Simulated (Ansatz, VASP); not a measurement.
**One calculation of Mg4S, two programs**

The input INCAR:

```
SYSTEM = Mg4S
PREC = Accurate
ENCUT = 520
EDIFF = 1E-6
ISMEAR = 0
SIGMA = 0.1
LREAL = .FALSE.
LASPH = .TRUE.
NELM = 80
ALGO = Normal
ISIF = 2
LWAVE = .FALSE.
LCHARG = .FALSE.
GGA = PE
NBANDS = 25
```

Contents of KPOINTS:

```
regular mesh
0
G
  4 4 4
  0 0 0
```

POSCAR

```
Mg4S
1.0
    6.4816367544      0.0000000000      0.0000000000
    0.0000000000      5.2881363717      0.0000000000
   -1.7523710533      0.0000000000      6.5513435696
Mg S
8 2
Direct
    0.8658985032      0.7500000000      0.0046091663
    0.1109768558      0.2500000000      0.5513393923
    0.1341014968      0.2500000000      0.9953908337
    0.8890231442      0.7500000000      0.4486606077
    0.3093124992      0.7500000000      0.8271634533
    0.6657563076      0.2500000000      0.6926384292
    0.6906875008      0.2500000000      0.1728365467
    0.3342436924      0.7500000000      0.3073615708
    0.3806777964      0.2500000000      0.3459696008
    0.6193222036      0.7500000000      0.6540303992
```

Input for Ansatz:

```yaml
crystal:
  lattice:
    - [6.4816367544, 0.0, 0.0]
    - [0.0, 5.2881363717, 0.0]
    - [-1.7523710533, 0.0, 6.5513435696]
  atoms:
    - { symbol: Mg, position: [0.8658985032, 0.75, 0.0046091663] }
    - { symbol: Mg, position: [0.1109768558, 0.25, 0.5513393923] }
    - { symbol: Mg, position: [0.1341014968, 0.25, 0.9953908337] }
    - { symbol: Mg, position: [0.8890231442, 0.75, 0.4486606077] }
    - { symbol: Mg, position: [0.3093124992, 0.75, 0.8271634533] }
    - { symbol: Mg, position: [0.6657563076, 0.25, 0.6926384292] }
    - { symbol: Mg, position: [0.6906875008, 0.25, 0.1728365467] }
    - { symbol: Mg, position: [0.3342436924, 0.75, 0.3073615708] }
    - { symbol: S, position: [0.3806777964, 0.25, 0.3459696008] }
    - { symbol: S, position: [0.6193222036, 0.75, 0.6540303992] }
basis:
  ecutwfc: 420
kpoints:
  mp_grid: { grid: [4, 4, 4] }
hamiltonian:
  xc: pbe
scf:
  occupations: { method: gaussian, width: 0.1 }
  lower_state_search: "off"
output:
  forces: true
  stress: true
  eigenvalues: true
```

Change from the starting cell: the structure that the rattled cell fell into.

Alike in both runs: task single point; functional PBE; k mesh 4 × 4 × 4; occupations gaussian, width 0.1 eV; no spin polarisation.

|  | VASP | Ansatz |
| --- | --- | --- |
| version | VASP 6.6.1 | Ansatz 0.2.0 |
| potentials or method | VASP PAW PBE potentials, release 64 (Mg, S), cutoff 520 eV | scalar-relativistic, plane waves, PAW |
| valence electrons in the cell | 28 | 92 |

```csv
,VASP,Ansatz,Ansatz less VASP
gap on the k mesh at the Fermi level (eV),none,none,-
pressure (GPa),-0.1,0.1,+0.15
"traceless stress, the component that is largest in VASP (GPa)",-0.07,-0.06,+0.009
rms of the force components (eV/Å),0.008,0.009,+0.0001
```

Atom by atom the forces differ by 0.001 eV/Å (rms over components). A gap of «none» marks a metal or a gap that the smearing closes. VASP's potentials hold 28 valence electrons a cell and Ansatz's 92, so a difference there can come from the potentials and not from the codes.
